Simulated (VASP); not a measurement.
Input of a VASP 6.6.1 run:

Contents of INCAR:

```
PREC = Accurate
ENCUT = 520
EDIFF = 1E-6
ISMEAR = -1
SIGMA = 0.08
LREAL = F
LASPH = T
NELM = 100
ALGO = Normal
ISIF = 2
LWAVE = F
LCHARG = T
GGA = PS
LELF = T
LVHAR = T
NBANDS = 10
```

File KPOINTS:

```
Automatic mesh
0
Gamma
  15 15 15
```

File POSCAR:

```
Li
1.0
    1.9049498507     -1.0998233091      1.6469000224
    0.0000000000      2.1996466181      1.6469000224
   -1.9049498507     -1.0998233091      1.6469000224
Li
2
Direct
    0.2499863041      0.2499863041      0.2499863041
   -0.2499863041     -0.2499863041     -0.2499863041
```

Potentials or basis: VASP PAW PBE potentials, release 64 (Li_sv).

The run is started by

```console
$ cat potpaw_PBE.64/Li_sv/POTCAR > POTCAR
$ mpirun -np 1 vasp_std > vasp.out
```

Problem. What does it give for the band gap on the k mesh?

Solution. Zero (band 3 reaches 6.91 eV, above the bottom of band 4 at 2.35 eV).
